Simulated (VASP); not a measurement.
# Sc (Fm-3m) in VASP: notebook, part 2 of 2

VASP 6.6.1. The steps go on from the part before.

### 3 Single point, HSE06

POSCAR reads:

```
Sc
1.0
    0.0000000000      2.3130827657      2.3130827657
    2.3130827657      0.0000000000      2.3130827657
    2.3130827657      2.3130827657      0.0000000000
Sc
1
Direct
    0.0000000000      0.0000000000      0.0000000000
```

INCAR.step1 reads:

```
ALGO = Normal
EDIFF = 1E-5
ENCUT = 520
GGA = PE
ISIF = 2
ISMEAR = -1
LASPH = True
LCHARG = False
LREAL = False
LWAVE = True
NBANDS = 12
NELM = 100
PREC = Accurate
SIGMA = 0.1
```

INCAR.step2 reads:

```
ALGO = Normal
EDIFF = 1E-6
ENCUT = 520
GGA = PE
HFSCREEN = 0.2079
ISIF = 2
ISMEAR = -1
ISTART = 1
LASPH = True
LCHARG = False
LHFCALC = True
LREAL = False
LWAVE = False
NBANDS = 12
NELM = 100
PREC = Accurate
PRECFOCK = Normal
SIGMA = 0.1
```

KPOINTS reads:

```
k-points
0
Gamma
  6 6 6
```

Potentials or basis: VASP PAW PBE potentials, release 64 (Sc_sv).

Command:

```sh
$ cat potpaw_PBE.64/Sc_sv/POTCAR > POTCAR
$ cp INCAR.step1 INCAR
$ mpirun -np 1 vasp_std > vasp.out
$ cp INCAR.step2 INCAR
$ mpirun -np 1 vasp_std > vasp.out
```

OUTCAR:

```text
EDIFF = 1E-6
   ENCUT = 520
   GGA = PE
   HFSCREEN = 0.2079
   ISIF = 2
   ISMEAR = -1
   ISTART = 1
   LASPH = True
   LHFCALC = True
   LREAL = False
   NELM = 100
   PREC = Accurate
   PRECFOCK = Normal

 ion  position               nearest neighbor table
   1  0.000  0.000  0.000-

  LATTYP: Found a face centered cubic cell.
 ALAT       =     4.6261655314

  Lattice vectors:

 A1 = (   0.0000000000,   2.3130827657,   2.3130827657)
 A2 = (   2.3130827657,   0.0000000000,   2.3130827657)
 A3 = (   2.3130827657,   2.3130827657,   0.0000000000)

Analysis of symmetry for initial positions (statically):
=====================================================================
 Subroutine PRICEL returns:
 Original cell was already a primitive cell.

 Routine SETGRP: Setting up the symmetry group for a
 face centered cubic supercell.

 Subroutine GETGRP returns: Found 48 space group operations
 (whereof 48 operations were pure point group operations)
 out of a pool of 48 trial point group operations.

The static configuration has the point symmetry O_h .

Analysis of symmetry for dynamics (positions and initial velocities):
=====================================================================
 Subroutine PRICEL returns:
 Original cell was already a primitive cell.

 Routine SETGRP: Setting up the symmetry group for a
 face centered cubic supercell.

 Subroutine GETGRP returns: Found 48 space group operations
 (whereof 48 operations were pure point group operations)
 out of a pool of 48 trial point group operations.

The dynamic configuration has the point symmetry O_h .

 Subroutine INISYM returns: Found 48 space group operations
 (whereof 48 operations are pure point group operations),
 and found     1 'primitive' translations

----------------------------------------------------------------------------------------

                                     Primitive cell

  volume of cell :      24.7516

  direct lattice vectors                    reciprocal lattice vectors
     0.000000000  2.313082766  2.313082766    -0.216161742  0.216161742  0.216161742
     2.313082766  0.000000000  2.313082766     0.216161742 -0.216161742  0.216161742
     2.313082766  2.313082766  0.000000000     0.216161742  0.216161742 -0.216161742

  length of vectors
     3.271193018  3.271193018  3.271193018     0.374403120  0.374403120  0.374403120

  position of ions in fractional coordinates (direct lattice)
     0.000000000  0.000000000  0.000000000

  ion indices of the primitive-cell ions
   primitive index   ion index
                 1           1

----------------------------------------------------------------------------------------

 KPOINTS: k-points

Automatic generation of k-mesh.
 Grid dimensions read from file:
 generate k-points for:    6    6    6

 Generating k-lattice:
[... 24 lines left out ...]
  0.333333  0.166667  0.000000     24.000000
[... 8 lines left out ...]
 -0.333333  0.333333  0.166667     24.000000
 -0.333333  0.500000  0.166667     12.000000
   k-points           NKPTS =     16   k-points in BZ     NKDIM =    216   number of bands    NBANDS=     12
   number of dos      NEDOS =    301   number of ions     NIONS =      1
   total plane-waves  NPLWV =  13824
   dimension x,y,z NGX =    24 NGY =   24 NGZ =   24
   dimension x,y,z NGXF=    48 NGYF=   48 NGZF=   48
   ions per type =               1
   NGX,Y,Z   is equivalent  to a cutoff of  12.20, 12.20, 12.20 a.u.
   NGXF,Y,Z  is equivalent  to a cutoff of  24.39, 24.39, 24.39 a.u.
 SYSTEM =  unknown system
   PREC   = accura    normal or accurate (medium, high low for compatibility)
   ISTART =      1    job   : 0-new  1-cont  2-samecut
   ICHARG =      0    charge: 1-file 2-atom 10-const
   ISPIN  =      1    spin polarized calculation?
   LNONCOLLINEAR =      F non collinear calculations
   LSORBIT =      F    spin-orbit coupling
   LASPH  =      T    aspherical Exc in radial PAW
   ENCUT  =  520.0 eV  38.22 Ry    6.18 a.u.   6.08  6.08  6.08*2*pi/ulx,y,z
   NELM   =    100;   NELMIN=  2; NELMDL=  0     # of ELM steps
   EDIFF  = 0.1E-05   stopping-criterion for ELM
   LREAL  =      F    real-space projection
   EDIFFG = 0.1E-04   stopping-criterion for IOM
   NSW    =      0    number of steps for IOM
   IBRION =     -1    ionic relax: 0-MD 1-quasi-New 2-CG
   NFREE  =      0    steps in history (QN), initial steepest desc. (CG)
   ISIF   =      2    stress and relaxation
   ISYM   =      3    0-nonsym 1-usesym 2-fastsym
   POTIM  = 0.5000    time-step for ionic-motion
   TEBEG  =    0.0;   TEEND  =   0.0 temperature during run
   PSTRESS=    0.0 pullay stress
   NELECT =      11.0000    total number of electrons
   NUPDOWN=      -1.0000    fix difference up-down
   EMIN   =  10.00;   EMAX   =-10.00  energy-range for DOS
   EFERMI =   0.00;   METHOD = LEGACY
   ISMEAR =    -1;   SIGMA  =   0.10  broadening in eV -4-tet -1-fermi 0-gaus
   EFERMI_NEDOS =   21; number of points for ismear=-14 and -15
   IALGO  =     38    algorithm
   IMIX   =      1    mixing-type and parameters
     AMIX     =   0.40;   BMIX     =  1.00
     AMIX_MAG =   1.60;   BMIX_MAG =  1.00
  volume/ion in A,a.u.               =      24.75       167.03
  Fermi-wavevector in a.u.,A,eV,Ry     =   1.249313  2.360859 21.235738  1.560783
  Thomas-Fermi vector in A             =   2.383359
   LORBIT       =      0    0 simple, 1 ext, 2 COOP (PROOUT), +10 PAW based schemes
   GGA     = PE    functional components
   LHFCALC =     T    Hartree Fock is set to
   PRECFOCK=normal    Normal, Fast or Accurate (Low or Medium for compatibility)
   ENCUT4O =  -1.0   cutoff for four orbital integrals eV
   NKREDX  =     1    reduce k-point grid by
   NKREDY  =     1    reduce k-point grid by
   NKREDZ  =     1    reduce k-point grid by
   AEXX    =    0.2500 exact exchange contribution
   HFSCREEN=    0.2079 screening length (either q_TF or 0.3 A-1)
   HFSCREENC=   0.2079 screening length for correlation (either q_TF or 0.3 A-1)
   ENCUTFOCK=  -1.0 apply spherical cutoff to Coloumb kernel
   IVDW    =     0    specifies the selected vdW correction
   LEPSILON=     F    determine dielectric tensor
   LRPA    =     F    only Hartree local field effects (RPA)
 non-spin polarized calculation
  energy-cutoff  :      520.00
  volume of cell :       24.75
 maximum number of plane-waves:       680
  NGX = 20; NGY = 20; NGZ = 20

 number of electron      11.0000000 magnetization

 Free energy of the ion-electron system (eV)
  ---------------------------------------------------
  ext. energy  EPLUGINS =         0.00000000
  ---------------------------------------------------
  free energy    TOTEN  =        -7.37631626 eV

  energy without entropy =       -7.33854208  energy(sigma->0) =       -7.35742917

 E-fermi :   3.8656     XC(G=0):  -8.1940

 val. band max:        3.6629159819   @ k =  -0.3333   0.3333   0.0000
 cond. band min:       3.8854710146   @ k =   0.3333   0.3333   0.0000
 fundamental gap:      0.2225550327
 Fermi energy:         3.8656067908

 k-point     1 :       0.0000    0.0000    0.0000
  band No.  band energies     occupation
      1     -50.1279      2.00000
      2     -26.9380      2.00000
      3     -26.9380      2.00000
      4     -26.9380      2.00000
      5      -2.5119      2.00000
      6       6.1244      0.00000
      7       6.1244      0.00000
      8       6.1244      0.00000
      9       7.6775      0.00000
     10       7.6775      0.00000
     11      16.9372      0.00000
     12      20.4442      0.00000
[... 211 lines left out ...]
 k-point    16 :      -0.3333    0.5000    0.1667
  band No.  band energies     occupation
      1     -50.0465      2.00000
      2     -27.2630      2.00000
      3     -27.1413      2.00000
      4     -27.0854      2.00000
      5       2.7296      1.99998
      6       3.6384      1.81299
      7       4.7436      0.00031
      8       7.4435      0.00000
      9       8.8464      0.00000
     10      10.2416      0.00000
     11      12.3828      0.00000
     12      12.4676      0.00000

------------------------ aborting loop because EDIFF is reached ----------------------------------------

  FORCE on cell =-STRESS in cart. coord.  units (eV):
  Direction    XX          YY          ZZ          XY          YZ          ZX
  --------------------------------------------------------------------------------------
  -------------------------------------------------------------------------------------
  Total        0.2566293      0.2566293      0.2566293      0.0000000      0.0000000      0.0000000
  in kB       16.6116711     16.6116711     16.6116711      0.0000000      0.0000000      0.0000000
  external PRESSURE =      16.6116711 kB  Pullay stress =       0.0000000 kB

 VOLUME and BASIS-vectors are now :
 -----------------------------------------------------------------------------
  energy-cutoff  :      520.00
  volume of cell :       24.75
      direct lattice vectors                 reciprocal lattice vectors
     0.000000000  2.313082766  2.313082766    -0.216161742  0.216161742  0.216161742
     2.313082766  0.000000000  2.313082766     0.216161742 -0.216161742  0.216161742
     2.313082766  2.313082766  0.000000000     0.216161742  0.216161742 -0.216161742

 POSITION                                       TOTAL-FORCE (eV/Angst)
 -----------------------------------------------------------------------------------
      0.00000      0.00000      0.00000         0.000000      0.000000      0.000000
 -----------------------------------------------------------------------------------
    total drift:                               -0.000000     -0.000000      0.000000

  FREE ENERGIE OF THE ION-ELECTRON SYSTEM (eV)
  ---------------------------------------------------
  free  energy   TOTEN  =        -7.3763162608 eV

  energy  without entropy=       -7.3385420768  energy(sigma->0) =       -7.35742917
```

OSZICAR.step1:

```text
N       E                     dE             d eps       ncg     rms          rms(c)
DAV:   1     0.688610696039E+02    0.68861E+02   -0.50919E+03   384   0.890E+02
DAV:   2    -0.560787692293E+01   -0.74469E+02   -0.72909E+02   384   0.271E+02
DAV:   3    -0.691048672521E+01   -0.13026E+01   -0.12786E+01   512   0.482E+01
DAV:   4    -0.693232069228E+01   -0.21834E-01   -0.21827E-01   456   0.508E+00
DAV:   5    -0.693268228297E+01   -0.36159E-03   -0.36159E-03   548   0.668E-01    0.530E+00
DAV:   6    -0.632048901882E+01    0.61219E+00   -0.91919E-01   564   0.137E+01    0.155E+00
DAV:   7    -0.624323726575E+01    0.77252E-01   -0.18142E-01   580   0.580E+00    0.599E-01
DAV:   8    -0.623899770457E+01    0.42396E-02   -0.15434E-02   456   0.181E+00    0.178E-01
DAV:   9    -0.623826553907E+01    0.73217E-03   -0.27195E-03   556   0.744E-01    0.313E-02
DAV:  10    -0.623825898413E+01    0.65549E-05   -0.85450E-05   592   0.113E-01
   1 F= -.62382590E+01 E0= -.62096795E+01  d E =-.571589E-01
```

Wall time 15 min (1 thread of Intel Xeon Platinum 8259CL at 2.50GHz (Skylake/Cascade Lake), shared host); peak memory 0.25 GiB.

What came out:

```yaml
Free_energy: -7.3763 eV
Pressure: 1.7 GPa
```

Caveat: the k points lie up to 0.39 Å⁻¹ apart; the PAW data sets were made with another functional, which shifts forces and pressure a little.
